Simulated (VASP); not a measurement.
Crystal: ScAlN2.

```
CELL_PARAMETERS angstrom
2.66021 0.00000 0.00000
0.00000 3.45716 0.00000
0.00000 0.00000 6.14207
ATOMIC_POSITIONS crystal
Sc 0.00000 0.00000 0.00000
Al 0.00000 0.50000 0.50000
N 0.00000 0.00000 0.31834
N 0.00000 0.00000 0.68166
```

The cell was built from a structure type or drawn by symmetry, and may not be a known phase.

```yaml
Program: VASP 6.6.1
Task: relaxation of cell and atoms
Functional: PBE
Potentials_or_basis: VASP PAW PBE potentials, release 64 (Sc_sv, Al, N)
Cutoff: 600 eV
k_mesh: 6 × 6 × 4
Occupations: gaussian, width 0.1 eV
Spin: no spin polarisation
```

At the start: pressure 4.0 GPa; volume 14.12 Å³/atom.

Problem. Where does the relaxation end?

Solution. Over 13 steps the energy falls by 607.1 meV/atom and the volume is 17.20 Å³/atom (+21.8 %); space group Pmmm (No. 47, to 0.1 Å) before and after.

The path:
| step | energy change (eV) | largest force (eV/Å) | pressure (GPa) | volume (Å³) |
| --- | --- | --- | --- | --- |
| 1 | 0.0000 | 0.4703 | 4.02 | 56.49 |
| 2 | -1.7643 | 1.7586 | 2.06 | 58.37 |
| 3 | -1.7641 | 1.8269 | 2.33 | 58.40 |
| 4 | -2.2375 | 0.0263 | 4.88 | 60.76 |
| 5 | -2.2502 | 1.2596 | 7.41 | 61.73 |
| 6 | -2.2664 | 0.6684 | 6.21 | 61.34 |
| 7 | -2.3942 | 0.4329 | -1.78 | 68.15 |
| 8 | -2.3945 | 0.4409 | -1.54 | 67.91 |
| 9 | -2.4263 | 0.0250 | 0.31 | 68.98 |
| 10 | -2.4282 | 0.0617 | -0.06 | 68.78 |
| 11 | -2.4282 | 0.0542 | -0.03 | 68.80 |
| 12 | -2.4282 | 0.0649 | -0.12 | 68.77 |
| 13 | -2.4284 | 0.0010 | -0.07 | 68.79 |

Final structure:
```
CELL_PARAMETERS angstrom
3.61626 0.00000 0.00000
0.00000 3.00910 0.00000
0.00000 0.00000 6.32143
ATOMIC_POSITIONS crystal
Sc 0.00000 0.00000 0.00000
Al 0.00000 0.50000 0.50000
N 0.00000 0.00000 0.30952
N 0.00000 0.00000 0.69048
```

Caveat: the k points lie up to 0.35 Å⁻¹ apart in the final cell, too coarse for converged energies and pressures of a metal; the volume moved by over 15 % at a fixed basis, so the end points are rough.
